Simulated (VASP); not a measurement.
# AlAs (F-43m) in VASP: a series of runs

AlAs is run at these levels: PBEsol; tasks: single point.

Everything below comes from runs of VASP 6.6.1. Logs are shortened: lines on timing, memory, paths and dates and some standing lists are left out, and cuts for length are marked.

## (1) The cell of the first run

The structure is cubic, space group F-43m (No. 216). Conventional cell: a = 5.545 Å, b = 5.545 Å, c = 5.545 Å, α = 90.00°, β = 90.00°, γ = 90.00°. As (site symmetry -43m) has 4 Al at 2.40 Å within 3.2 Å. Within 3.2 Å of Al (site symmetry -43m) lie 4 As at 2.40 Å.

## (2) Single point, PBEsol

Contents of INCAR:

```
SYSTEM = AlAs
  PREC = Accurate
  ENCUT = 500
  EDIFF = 1E-6
  ISMEAR = 0
  SIGMA = 0.02
  LREAL = .FALSE.
  LASPH = .TRUE.
  NELM = 120
  ALGO = Normal
  ISIF = 2
  LWAVE = .FALSE.
  LCHARG = .FALSE.
  GGA = PS
  NBANDS = 11
  GGA_COMPAT = .FALSE.
```

Contents of KPOINTS:

```
regular mesh
0
G
  12 12 12
  0 0 0
```

Contents of POSCAR:

```
AlAs
1.0
    0.0000000000      2.7726205221      2.7726205221
    2.7726205221      0.0000000000      2.7726205221
    2.7726205221      2.7726205221      0.0000000000
As Al
1 1
Direct
    0.7500000000      0.7500000000      0.7500000000
    0.0000000000      0.0000000000      0.0000000000
```

Potentials or basis: VASP PAW PBE potentials, release 64 (As, Al).

Launch:

```sh
> cat potpaw_PBE.64/As/POTCAR potpaw_PBE.64/Al/POTCAR > POTCAR
> mpirun -np 1 vasp_std > vasp.out
```

OUTCAR:

```text
SYSTEM = AlAs
   PREC = Accurate
   ENCUT = 500
   EDIFF = 1E-6
   ISMEAR = 0
   LREAL = .FALSE.
   LASPH = .TRUE.
   NELM = 120
   ISIF = 2
   GGA = PS

 ion  position               nearest neighbor table
   1  0.750  0.750  0.750-   2 2.40   2 2.40   2 2.40   2 2.40
   2  0.000  0.000  0.000-   1 2.40   1 2.40   1 2.40   1 2.40

  LATTYP: Found a face centered cubic cell.
 ALAT       =     5.5452410442

  Lattice vectors:

 A1 = (   0.0000000000,   2.7726205221,   2.7726205221)
 A2 = (   2.7726205221,   0.0000000000,   2.7726205221)
 A3 = (   2.7726205221,   2.7726205221,   0.0000000000)

Analysis of symmetry for initial positions (statically):
=====================================================================
 Subroutine PRICEL returns:
 Original cell was already a primitive cell.

 Routine SETGRP: Setting up the symmetry group for a
 face centered cubic supercell.

 Subroutine GETGRP returns: Found 24 space group operations
 (whereof 24 operations were pure point group operations)
 out of a pool of 48 trial point group operations.

The static configuration has the point symmetry T_d .

Analysis of symmetry for dynamics (positions and initial velocities):
=====================================================================
 Subroutine PRICEL returns:
 Original cell was already a primitive cell.

 Routine SETGRP: Setting up the symmetry group for a
 face centered cubic supercell.

 Subroutine GETGRP returns: Found 24 space group operations
 (whereof 24 operations were pure point group operations)
 out of a pool of 48 trial point group operations.

The dynamic configuration has the point symmetry T_d .

 Subroutine INISYM returns: Found 24 space group operations
 (whereof 24 operations are pure point group operations),
 and found     1 'primitive' translations

----------------------------------------------------------------------------------------

                                     Primitive cell

  volume of cell :      42.6286

  direct lattice vectors                    reciprocal lattice vectors
     0.000000000  2.772620522  2.772620522    -0.180334812  0.180334812  0.180334812
     2.772620522  0.000000000  2.772620522     0.180334812 -0.180334812  0.180334812
     2.772620522  2.772620522  0.000000000     0.180334812  0.180334812 -0.180334812

  length of vectors
     3.921077546  3.921077546  3.921077546     0.312349056  0.312349056  0.312349056

  position of ions in fractional coordinates (direct lattice)
     0.750000000  0.750000000  0.750000000
     0.000000000  0.000000000  0.000000000

  ion indices of the primitive-cell ions
   primitive index   ion index
                 1           1
                 2           2

----------------------------------------------------------------------------------------

 KPOINTS: regular mesh

Automatic generation of k-mesh.
 Grid dimensions read from file:
 generate k-points for:   12   12   12

 Generating k-lattice:

  Cartesian coordinates                     Fractional coordinates (reciprocal lattice)
    -0.015027901  0.015027901  0.015027901     0.083333333  0.000000000  0.000000000
     0.015027901 -0.015027901  0.015027901     0.000000000  0.083333333  0.000000000
     0.015027901  0.015027901 -0.015027901     0.000000000  0.000000000  0.083333333

  Length of vectors
     0.026029088  0.026029088  0.026029088

  Shift w.r.t. Gamma in fractional coordinates (k-lattice)
     0.000000000  0.000000000  0.000000000

 Subroutine IBZKPT returns following result:
 ===========================================

 Found     72 irreducible k-points:

 Following reciprocal coordinates:
            Coordinates               Weight
  0.000000  0.000000  0.000000      1.000000
  0.083333  0.000000  0.000000      8.000000
  0.166667  0.000000  0.000000      8.000000
  0.250000  0.000000  0.000000      8.000000
  0.333333  0.000000  0.000000      8.000000
  0.416667  0.000000  0.000000      8.000000
[... 16 lines left out ...]
  0.500000  0.166667  0.000000     24.000000
 -0.416667  0.166667  0.000000     24.000000
 [... further k-points ...]
   k-points           NKPTS =     72   k-points in BZ     NKDIM =     72   number of bands    NBANDS=     11
   number of dos      NEDOS =    301   number of ions     NIONS =      2
   total plane-waves  NPLWV =  27000
   dimension x,y,z NGX =    30 NGY =   30 NGZ =   30
   dimension x,y,z NGXF=    60 NGYF=   60 NGZF=   60
   ions per type =               1   1
   NGX,Y,Z   is equivalent  to a cutoff of  12.72, 12.72, 12.72 a.u.
   NGXF,Y,Z  is equivalent  to a cutoff of  25.44, 25.44, 25.44 a.u.
 SYSTEM =  AlAs
   PREC   = accura    normal or accurate (medium, high low for compatibility)
   ISTART =      0    job   : 0-new  1-cont  2-samecut
   ICHARG =      2    charge: 1-file 2-atom 10-const
   ISPIN  =      1    spin polarized calculation?
   LNONCOLLINEAR =      F non collinear calculations
   LSORBIT =      F    spin-orbit coupling
   LASPH  =      T    aspherical Exc in radial PAW
   ENCUT  =  500.0 eV  36.75 Ry    6.06 a.u.   7.15  7.15  7.15*2*pi/ulx,y,z
   NELM   =    120;   NELMIN=  2; NELMDL= -5     # of ELM steps
   EDIFF  = 0.1E-05   stopping-criterion for ELM
   LREAL  =      F    real-space projection
   EDIFFG = 0.1E-04   stopping-criterion for IOM
   NSW    =      0    number of steps for IOM
   IBRION =     -1    ionic relax: 0-MD 1-quasi-New 2-CG
   NFREE  =      0    steps in history (QN), initial steepest desc. (CG)
   ISIF   =      2    stress and relaxation
   ISYM   =      2    0-nonsym 1-usesym 2-fastsym
   POTIM  = 0.5000    time-step for ionic-motion
   TEBEG  =    0.0;   TEEND  =   0.0 temperature during run
   PSTRESS=    0.0 pullay stress
   NELECT =       8.0000    total number of electrons
   NUPDOWN=      -1.0000    fix difference up-down
   EMIN   =  10.00;   EMAX   =-10.00  energy-range for DOS
   EFERMI =   0.00;   METHOD = LEGACY
   ISMEAR =     0;   SIGMA  =   0.02  broadening in eV -4-tet -1-fermi 0-gaus
   EFERMI_NEDOS =   21; number of points for ismear=-14 and -15
   IALGO  =     38    algorithm
   IMIX   =      4    mixing-type and parameters
     AMIX     =   0.40;   BMIX     =  1.00
     AMIX_MAG =   1.60;   BMIX_MAG =  1.00
  volume/ion in A,a.u.               =      21.31       143.84
  Fermi-wavevector in a.u.,A,eV,Ry     =   0.937284  1.771209 11.952728  0.878501
  Thomas-Fermi vector in A             =   2.064379
   LORBIT       =      0    0 simple, 1 ext, 2 COOP (PROOUT), +10 PAW based schemes
   GGA     = PS    functional components
   LHFCALC =     F    Hartree Fock is set to
   AEXX    =    0.0000 exact exchange contribution
   IVDW    =     0    specifies the selected vdW correction
   LEPSILON=     F    determine dielectric tensor
   LRPA    =     F    only Hartree local field effects (RPA)
 non-spin polarized calculation
 Gauss-broadening in eV      SIGMA  =   0.02
  energy-cutoff  :      500.00
  volume of cell :       42.63
 maximum number of plane-waves:      1106
 NGX is ok and might be reduce to    30
   NGX = 15   NGY = 15   NGZ = 15

 number of electron       8.0000000 magnetization

 Free energy of the ion-electron system (eV)
  ---------------------------------------------------
  ext. energy  EPLUGINS =         0.00000000
  ---------------------------------------------------
  free energy    TOTEN  =       -10.00830318 eV

  energy without entropy =      -10.00830318  energy(sigma->0) =      -10.00830318

 E-fermi :   4.4661     XC(G=0):  -9.4362

 val. band max:        4.3421318356   @ k =   0.0000   0.0000   0.0000
 cond. band min:       5.5481174153   @ k =   0.5000   0.5000   0.0000
 fundamental gap:      1.2059855797
 Fermi energy:         4.4661042961

 k-point     1 :       0.0000    0.0000    0.0000
  band No.  band energies     occupation
      1      -7.9060      2.00000
      2       4.3421      2.00000
      3       4.3421      2.00000
      4       4.3421      2.00000
      5       6.8154      0.00000
      6       8.7119      0.00000
      7       8.7119      0.00000
      8       8.7119      0.00000
      9      13.4044      0.00000
     10      13.4561      0.00000
     11      13.4561      0.00000

 k-point     2 :       0.0833    0.0000    0.0000
  band No.  band energies     occupation
      1      -7.8316      2.00000
      2       3.5583      2.00000
      3       4.2604      2.00000
      4       4.2604      2.00000
      5       7.3010      0.00000
      6       8.8581      0.00000
      7       8.8586      0.00000
      8       8.8586      0.00000
      9      13.0661      0.00000
     10      13.0661      0.00000
     11      13.7891      0.00000

 k-point     3 :       0.1667    0.0000    0.0000
  band No.  band energies     occupation
      1      -7.6144      2.00000
      2       2.1834      2.00000
      3       4.0622      2.00000
      4       4.0622      2.00000
      5       7.4295      0.00000
      6       9.1698      0.00000
      7       9.1698      0.00000
      8       9.7851      0.00000
      9      12.5984      0.00000
     10      12.5984      0.00000
     11      14.1781      0.00000

 k-point     4 :       0.2500    0.0000    0.0000
  band No.  band energies     occupation
      1      -7.2760      2.00000
      2       0.8146      2.00000
      3       3.8345      2.00000
      4       3.8345      2.00000
      5       7.1627      0.00000
      6       9.3365      0.00000
      7       9.3365      0.00000
      8      11.0997      0.00000
      9      12.6962      0.00000
     10      12.6962      0.00000
     11      13.7737      0.00000

 k-point     5 :       0.3333    0.0000    0.0000
  band No.  band energies     occupation
      1      -6.8663      2.00000
      2      -0.3717      2.00000
      3       3.6410      2.00000
      4       3.6410      2.00000
      5       6.8947      0.00000
      6       9.2405      0.00000
      7       9.2405      0.00000
      8      11.9984      0.00000
      9      13.5030      0.00000
     10      13.5030      0.00000
     11      13.9119      0.00000
[... 211 lines left out ...]
 k-point    21 :       0.3333    0.1667    0.0000
  band No.  band energies     occupation
      1      -6.9075      2.00000
      2       0.3594      2.00000
      3       2.8214      2.00000
      4       3.0217      2.00000
      5       7.4315      0.00000
      6       9.0578      0.00000
      7       9.9323      0.00000
      8      10.7114      0.00000
      9      13.4633      0.00000
     10      14.6528      0.00000
     11      15.5487      0.00000

 k-point    22 :       0.4167    0.1667    0.0000
  band No.  band energies     occupation
      1      -6.5156      2.00000
      2      -0.5842      2.00000
      3       2.4207      2.00000
      4       2.9460      2.00000
      5       7.3363      0.00000
      6       9.3601      0.00000
      7      10.3667      0.00000
      8      10.4813      0.00000
      9      14.2570      0.00000
     10      15.7464      0.00000
     11      15.9569      0.00000

 k-point    23 :       0.5000    0.1667    0.0000
  band No.  band energies     occupation
      1      -6.2144      2.00000
      2      -1.1955      2.00000
      3       2.0965      2.00000
      4       2.9926      2.00000
      5       7.3294      0.00000
      6       9.2402      0.00000
      7      10.1902      0.00000
      8      11.6371      0.00000
      9      14.1543      0.00000
     10      15.9906      0.00000
     11      16.5791      0.00000

 k-point    24 :      -0.4167    0.1667    0.0000
  band No.  band energies     occupation
      1      -6.1672      2.00000
      2      -1.2803      2.00000
      3       1.8990      2.00000
      4       3.1540      2.00000
      5       7.4666      0.00000
      6       9.1908      0.00000
      7       9.9714      0.00000
      8      12.7433      0.00000
      9      13.9262      0.00000
     10      14.3143      0.00000
     11      15.8721      0.00000

 [... further k-points ...]
[... 5 lines left out ...]
  --------------------------------------------------------------------------------------
  -------------------------------------------------------------------------------------
  Total        1.6374194      1.6374194      1.6374194      0.0000000     -0.0000000      0.0000000
  in kB       61.5416600     61.5416600     61.5416600      0.0000000     -0.0000000      0.0000000
  external PRESSURE =      61.5416600 kB  Pullay stress =       0.0000000 kB

 VOLUME and BASIS-vectors are now :
 -----------------------------------------------------------------------------
  energy-cutoff  :      500.00
  volume of cell :       42.63
      direct lattice vectors                 reciprocal lattice vectors
     0.000000000  2.772620522  2.772620522    -0.180334812  0.180334812  0.180334812
     2.772620522  0.000000000  2.772620522     0.180334812 -0.180334812  0.180334812
     2.772620522  2.772620522  0.000000000     0.180334812  0.180334812 -0.180334812

 POSITION                                       TOTAL-FORCE (eV/Angst)
 -----------------------------------------------------------------------------------
      4.15893      4.15893      4.15893        -0.000000     -0.000000     -0.000000
      0.00000      0.00000      0.00000         0.000000      0.000000      0.000000
 -----------------------------------------------------------------------------------
    total drift:                               -0.000000     -0.000000     -0.000000

  FREE ENERGIE OF THE ION-ELECTRON SYSTEM (eV)
  ---------------------------------------------------
  free  energy   TOTEN  =       -10.0083031773 eV

  energy  without entropy=      -10.0083031773  energy(sigma->0) =      -10.00830318
```

Run time: 36 s. Hardware: 1 thread of Intel Xeon Platinum 8488C (Sapphire Rapids), shared host; peak memory 0.18 GiB.

Results:

```yaml
Free_energy: -10.0083 eV
Pressure: 6.2 GPa
Band_gap_on_the_k_mesh: 1.21 eV, indirect (least direct gap 2.47 eV)
```

Levels at points of the mesh, in eV from the valence-band top:
| k point | band 2 | band 3 | band 4 | band 5 | band 6 | band 7 |
| --- | --- | --- | --- | --- | --- | --- |
| (0.00, 0.00, 0.00) | 0.00 | 0.00 | 0.00 | 2.47 | 4.37 | 4.37 |
| (0.50, 0.00, 0.00) | -5.89 | -0.87 | -0.87 | 2.32 | 4.67 | 4.67 |
| (0.50, 0.50, 0.00) | -5.67 | -2.33 | -2.33 | 1.21 | 2.22 | 10.76 |

Caveat: the PAW data sets were made with another functional, which shifts forces and pressure a little.

## (3) Single point, PBEsol

This run uses another cell than the first one, of 21.99 Å³/atom, 1.032 times its volume.

Contents of INCAR:

```
SYSTEM = AlAs
ALGO = Normal ; EDIFF = 1E-6
ENCUT = 500 ; GGA = PS
GGA_COMPAT = .False. ; ISIF = 2
ISMEAR = 0 ; LASPH = .True.
LCHARG = .False. ; LREAL = .False.
LWAVE = .False. ; NBANDS = 11
NELM = 120 ; PREC = Accurate
SIGMA = 0.02
```

Contents of KPOINTS:

```
k-points
0
Gamma
  12 12 12
  0 0 0
```

Contents of POSCAR:

```
AlAs
1.0
    0.0000000000      2.8018081462      2.8018081462
    2.8018081462      0.0000000000      2.8018081462
    2.8018081462      2.8018081462      0.0000000000
As Al
1 1
Direct
    0.7500000000      0.7500000000      0.7500000000
    0.0000000000      0.0000000000      0.0000000000
```

Potentials or basis: VASP PAW PBE potentials, release 64 (As, Al).

Launch:

```sh
> cat potpaw_PBE.64/As/POTCAR potpaw_PBE.64/Al/POTCAR > POTCAR
> mpirun -np 1 vasp_std > vasp.out
```

It took 30 s on 1 thread of Intel Xeon Platinum 8488C (Sapphire Rapids), shared host; peak memory 0.18 GiB.

Results (log left out):

```
Free energy            : -10.0481 eV
Pressure               : 3.3 GPa
Band gap on the k mesh : 1.27 eV, indirect (least direct gap 2.22 eV)
```

Levels at points of the mesh, in eV from the valence-band top:
```csv
k point,band 1,band 2,band 3,band 4,band 5,band 6,band 7,band 8
"(0.00, 0.00, 0.00)",-12.06,0.00,0.00,0.00,2.22,4.32,4.32,4.32
"(0.50, 0.00, 0.00)",-10.56,-5.74,-0.85,-0.85,2.20,4.65,4.65,7.63
"(0.50, 0.50, 0.00)",-9.98,-5.55,-2.26,-2.26,1.27,2.22,10.52,10.52
```

Caveat: the PAW data sets were made with another functional, which shifts forces and pressure a little. A k mesh can miss the band edges.
